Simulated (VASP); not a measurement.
# Cr (P6/mmm) in VASP: further runs

The runs below take Cr through single point, with revPBE.

Everything below comes from runs of VASP 6.6.1. Logs are shortened: lines on timing, memory, paths and dates and some standing lists are left out, and cuts for length are marked.

## Step 1: The cell of the first run

Symmetry: P6/mmm, No. 191, hexagonal system. The conventional cell has a = 4.196 Å, b = 4.196 Å, c = 2.273 Å, α = 90.00°, β = 90.00°, γ = 120.00°. Cr (site symmetry 6/mmm) has 14 Cr at 2.27 to 2.68 Å within 3.0 Å. Cr (site symmetry -6m2) has 11 Cr at 2.27 to 2.68 Å within 3.0 Å.

This isn't the form of Cr at room conditions, which is bcc.

## Step 2: Single point, revPBE (11.55 Å³/atom)

File INCAR:

```
SYSTEM = Cr
PREC = Accurate
ENCUT = 520
EDIFF = 1E-7
ISMEAR = -1
SIGMA = 0.1
LREAL = .FALSE.
LASPH = .TRUE.
NELM = 80
ALGO = Normal
ISIF = 2
LWAVE = .FALSE.
LCHARG = .TRUE.
GGA = RE
LELF = .TRUE.
LVHAR = .TRUE.
NBANDS = 25
```

File KPOINTS:

```
Automatic mesh
0
G
  10 10 15
  0 0 0
```

File POSCAR:

```
Cr
1.0
    4.1964022404      0.0000000000      0.0000000000
   -2.0982011202      3.6341909447      0.0000000000
    0.0000000000      0.0000000000      2.2729644328
Cr
3
Direct
    0.0000000000      1.0000000000      0.0000000000
    0.3333333333      0.6666666667      0.5000000000
    0.6666666667      0.3333333333      0.5000000000
```

Potentials or basis: VASP PAW PBE potentials, release 64 (Cr_pv).

Run with:

```
cat potpaw_PBE.64/Cr_pv/POTCAR > POTCAR
mpirun -np 1 vasp_std > vasp.out
```

OUTCAR:

```text
SYSTEM = Cr
   PREC = Accurate
   ENCUT = 520
   EDIFF = 1E-7
   ISMEAR = -1
   LREAL = .FALSE.
   LASPH = .TRUE.
   NELM = 80
   ISIF = 2
   GGA = RE

 ion  position               nearest neighbor table
   1  0.000  0.000  0.000-   2 2.68   3 2.68   2 2.68   3 2.68   3 2.68   3 2.68   2 2.68   2 2.68
                             3 2.68   3 2.68   2 2.68   2 2.68
   2  0.333  0.667  0.500-   3 2.42   3 2.42   3 2.42   1 2.68   1 2.68   1 2.68   1 2.68   1 2.68
                             1 2.68
   3  0.667  0.333  0.500-   2 2.42   2 2.42   2 2.42   1 2.68   1 2.68   1 2.68   1 2.68   1 2.68
                             1 2.68

  LATTYP: Found a hexagonal cell.
 ALAT       =     4.1964022404
 C/A-ratio  =     0.5416459869

  Lattice vectors:

 A1 = (   4.1964022404,   0.0000000000,   0.0000000000)
 A2 = (  -2.0982011202,   3.6341909447,   0.0000000000)
 A3 = (   0.0000000000,   0.0000000000,   2.2729644328)

Analysis of symmetry for initial positions (statically):
=====================================================================
 Subroutine PRICEL returns:
 Original cell was already a primitive cell.

 Routine SETGRP: Setting up the symmetry group for a
 hexagonal supercell.

 Subroutine GETGRP returns: Found 24 space group operations
 (whereof 24 operations were pure point group operations)
 out of a pool of 24 trial point group operations.

The static configuration has the point symmetry D_6h.

Analysis of symmetry for dynamics (positions and initial velocities):
=====================================================================
 Subroutine PRICEL returns:
 Original cell was already a primitive cell.

 Routine SETGRP: Setting up the symmetry group for a
 hexagonal supercell.

 Subroutine GETGRP returns: Found 24 space group operations
 (whereof 24 operations were pure point group operations)
 out of a pool of 24 trial point group operations.

The dynamic configuration has the point symmetry D_6h.

 Subroutine INISYM returns: Found 24 space group operations
 (whereof 24 operations are pure point group operations),
 and found     1 'primitive' translations

----------------------------------------------------------------------------------------

                                     Primitive cell

  volume of cell :      34.6639

  direct lattice vectors                    reciprocal lattice vectors
[... 87 lines left out ...]
   ENCUT  =  520.0 eV  38.22 Ry    6.18 a.u.   7.80  7.80  4.23*2*pi/ulx,y,z
   NELM   =     80;   NELMIN=  2; NELMDL= -5     # of ELM steps
   EDIFF  = 0.1E-06   stopping-criterion for ELM
   LREAL  =      F    real-space projection
   EDIFFG = 0.1E-05   stopping-criterion for IOM
   NSW    =      0    number of steps for IOM
   IBRION =     -1    ionic relax: 0-MD 1-quasi-New 2-CG
   NFREE  =      0    steps in history (QN), initial steepest desc. (CG)
   ISIF   =      2    stress and relaxation
   ISYM   =      2    0-nonsym 1-usesym 2-fastsym
   POTIM  = 0.5000    time-step for ionic-motion
   TEBEG  =    0.0;   TEEND  =   0.0 temperature during run
   PSTRESS=    0.0 pullay stress
   NELECT =      36.0000    total number of electrons
   NUPDOWN=      -1.0000    fix difference up-down
   EMIN   =  10.00;   EMAX   =-10.00  energy-range for DOS
   EFERMI =   0.00;   METHOD = LEGACY
   ISMEAR =    -1;   SIGMA  =   0.10  broadening in eV -4-tet -1-fermi 0-gaus
   EFERMI_NEDOS =   21; number of points for ismear=-14 and -15
   IALGO  =     38    algorithm
   IMIX   =      4    mixing-type and parameters
     AMIX     =   0.40;   BMIX     =  1.00
     AMIX_MAG =   1.60;   BMIX_MAG =  1.00
  volume/ion in A,a.u.               =      11.55        77.97
  Fermi-wavevector in a.u.,A,eV,Ry     =   1.657868  3.132915 37.395951  2.748525
  Thomas-Fermi vector in A             =   2.745547
   LORBIT       =      0    0 simple, 1 ext, 2 COOP (PROOUT), +10 PAW based schemes
   GGA     = RE    functional components
   LHFCALC =     F    Hartree Fock is set to
   AEXX    =    0.0000 exact exchange contribution
   IVDW    =     0    specifies the selected vdW correction
   LEPSILON=     F    determine dielectric tensor
   LRPA    =     F    only Hartree local field effects (RPA)
 non-spin polarized calculation
  energy-cutoff  :      520.00
  volume of cell :       34.66
 maximum number of plane-waves:       956
 NGX is ok and might be reduce to    32
   NGX = 15   NGY = 15   NGZ =  9

 number of electron      35.9999989 magnetization

 Free energy of the ion-electron system (eV)
  ---------------------------------------------------
  ext. energy  EPLUGINS =         0.00000000
  ---------------------------------------------------
  free energy    TOTEN  =       -26.32104668 eV

  energy without entropy =      -26.16724109  energy(sigma->0) =      -26.24414388

 E-fermi :  10.9901     XC(G=0): -13.5551

 val. band max:       10.9892800844   @ k =   0.2000  -0.0000   0.3333
 cond. band min:      10.9919225693   @ k =   0.3000   0.2000   0.4667
 fundamental gap:      0.0026424849
 Fermi energy:        10.9901395555

 k-point     1 :       0.0000    0.0000    0.0000
  band No.  band energies     occupation
      1     -32.2210      2.00000
      2     -32.2210      2.00000
      3     -32.1803      2.00000
      4     -32.1803      2.00000
      5     -31.6183      2.00000
      6     -31.6183      2.00000
[... 661 lines left out ...]
     24      13.2861      0.00000
     25      13.3822      0.00000

 [... further k-points ...]

------------------------ aborting loop because EDIFF is reached ----------------------------------------

  FORCE on cell =-STRESS in cart. coord.  units (eV):
  Direction    XX          YY          ZZ          XY          YZ          ZX
  --------------------------------------------------------------------------------------
  -------------------------------------------------------------------------------------
  Total        2.0213361      2.0213361      2.3124479      0.0000000      0.0000000      0.0000000
  in kB       93.4268329     93.4268329    106.8821147      0.0000000      0.0000000      0.0000000
  external PRESSURE =      97.9119268 kB  Pullay stress =       0.0000000 kB

 VOLUME and BASIS-vectors are now :
 -----------------------------------------------------------------------------
  energy-cutoff  :      520.00
  volume of cell :       34.66
      direct lattice vectors                 reciprocal lattice vectors
     4.196402240  0.000000000  0.000000000     0.238299368  0.137582204  0.000000000
    -2.098201120  3.634190945  0.000000000     0.000000000  0.275164408  0.000000000
     0.000000000  0.000000000  2.272964433     0.000000000  0.000000000  0.439954091

 POSITION                                       TOTAL-FORCE (eV/Angst)
 -----------------------------------------------------------------------------------
      0.00000      0.00000      0.00000         0.000000      0.000000      0.000000
     -0.00000      2.42279      1.13648        -0.000000      0.000000      0.000000
      2.09820      1.21140      1.13648         0.000000      0.000000      0.000000
 -----------------------------------------------------------------------------------
    total drift:                               -0.000000      0.000000      0.000000

  FREE ENERGIE OF THE ION-ELECTRON SYSTEM (eV)
  ---------------------------------------------------
  free  energy   TOTEN  =       -26.3210466820 eV

  energy  without entropy=      -26.1672410864  energy(sigma->0) =      -26.24414388
```

OSZICAR:

```text
N       E                     dE             d eps       ncg     rms          rms(c)
DAV:   1     0.415010025009E+03    0.41501E+03   -0.20593E+04  5616   0.179E+03
DAV:   2    -0.116426524486E+02   -0.42665E+03   -0.41627E+03  5690   0.525E+02
DAV:   3    -0.300319539198E+02   -0.18389E+02   -0.17880E+02  6505   0.125E+02
DAV:   4    -0.304552367550E+02   -0.42328E+00   -0.41968E+00  6329   0.184E+01
DAV:   5    -0.304677519902E+02   -0.12515E-01   -0.12511E-01  6968   0.306E+00    0.212E+01
DAV:   6    -0.263823519196E+02    0.40854E+01   -0.23403E+01  5943   0.466E+01    0.281E+00
DAV:   7    -0.267098727090E+02   -0.32752E+00   -0.20419E+00  7212   0.172E+01    0.700E+00
DAV:   8    -0.263402251514E+02    0.36965E+00   -0.14297E+00  7148   0.105E+01    0.147E+00
DAV:   9    -0.263219303785E+02    0.18295E-01   -0.42952E-02  6058   0.224E+00    0.310E-01
DAV:  10    -0.263210981265E+02    0.83225E-03   -0.78975E-03  6980   0.850E-01    0.127E-01
DAV:  11    -0.263210693516E+02    0.28775E-04   -0.31546E-04  7114   0.182E-01    0.792E-02
DAV:  12    -0.263210522735E+02    0.17078E-04   -0.60279E-05  6656   0.738E-02    0.208E-02
DAV:  13    -0.263210472987E+02    0.49748E-05   -0.10536E-05  7408   0.394E-02    0.587E-03
DAV:  14    -0.263210458130E+02    0.14857E-05   -0.56987E-07  5839   0.854E-03    0.122E-03
DAV:  15    -0.263210464205E+02   -0.60746E-06   -0.53942E-08  2920   0.323E-03    0.342E-04
DAV:  16    -0.263210466430E+02   -0.22254E-06   -0.99270E-09  2875   0.102E-03    0.228E-04
DAV:  17    -0.263210466820E+02   -0.39019E-07   -0.34730E-09  2859   0.595E-04
   1 F= -.26321047E+02 E0= -.26244144E+02  d E =-.153806E+00
```

stdout:

```text
POSCAR found type information on POSCAR Cr
 POSCAR found :  1 types and       3 ions
 scaLAPACK will be used
 -----------------------------------------------------------------------------
|                                                                             |
|                                                                             |
|     You enforced a specific xc type in the INCAR file but a different       |
|     I HOPE YOU KNOW WHAT YOU ARE DOING!                                     |
|                                                                             |
 -----------------------------------------------------------------------------

 LDA part: xc-table for (Slater+PW92), standard interpolation
 POSCAR, INCAR and KPOINTS ok, starting setup
 FFT: planning ... GRIDC
 FFT: planning ... GRID_SOFT
 FFT: planning ... GRID
 WAVECAR not read
 entering main loop
```

Wall time 34 s (1 thread of Intel Xeon 6975P-C (Granite Rapids), shared host); peak memory 0.19 GiB.

What came out:

| Item | Value |
| --- | --- |
| Free energy | -26.3210 eV |
| Pressure | 9.8 GPa |
| Band gap on the k mesh | zero (bands 18 and 19 overlap by 0.79 eV) |

Levels at points of the mesh, in eV from the Fermi level:
```
           k point  band 14  band 15  band 16  band 17  band 18  band 19  band 20  band 21  band 22  band 23
(0.00, 0.00, 0.00)    -2.19    -2.12    -2.12    -1.86    -0.34    -0.34     1.35     1.35     1.40     1.40
(0.50, 0.00, 0.00)    -2.48    -2.05    -1.83    -1.67     0.45     0.76     1.40     1.49     1.54     1.81
```

Caveat: the cell stands under pressure; the PAW data sets were made with another functional, which shifts forces and pressure a little; the run has no spin polarisation, though such a crystal can be magnetic.

(Continued in part 2 of 2.)
